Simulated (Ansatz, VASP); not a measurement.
## BaSrTi2O6 in VASP and in Ansatz

```
CELL_PARAMETERS angstrom
3.92366 3.91925 -3.97303
-3.92366 3.91925 3.97303
3.92366 -3.91925 3.97303
ATOMIC_POSITIONS crystal
Sr 0.00000 0.99499 0.99499
Sr 0.50000 0.49499 0.99499
Ba 0.00000 0.50110 0.50110
Ba 0.50000 0.00110 0.50110
Ti 0.49914 0.49458 0.49372
Ti 0.50086 0.99458 0.99545
Ti 0.99914 0.99458 0.49372
Ti 0.00086 0.49458 0.99545
O 0.49461 0.26056 0.25517
O 0.50539 0.76056 0.76594
O 0.99461 0.76056 0.25517
O 0.00539 0.26056 0.76594
O 0.25160 0.25938 0.51098
O 0.24840 0.75938 0.00778
O 0.75160 0.75938 0.51098
O 0.74840 0.25938 0.00778
O 0.25000 0.50705 0.25705
O 0.25000 0.01082 0.76082
O 0.75000 0.00705 0.25705
O 0.75000 0.51082 0.76082
```

Alike in both runs: functional PBEsol; k mesh 6 × 6 × 6; occupations gaussian, width 0.02 eV; no spin polarisation.

Ansatz relaxed the structure, and its values are those at the end. VASP's run is a single point on that final structure, the one shown.

```csv
,VASP,Ansatz
version,VASP 6.6.1,Ansatz 0.2.0
potentials or method,"VASP PAW PBE potentials, release 64 (Sr_sv, Ba_sv, Ti_sv, O), cutoff 520 eV","scalar-relativistic, plane waves, PAW"
valence electrons in the cell,160,160
```

```csv
,VASP,Ansatz,Ansatz less VASP
gap on the k mesh at the Fermi level (eV),1.81,1.86,+0.052
least direct gap on the mesh (eV),1.89,1.92,+0.028
pressure (GPa),1.4,0.0,-1.35
rms of the force components (eV/Å),0.023,0.001,-0.0223
```

VASP's potentials were made for PBE, not for PBEsol.

Spin-orbit coupling is off throughout.
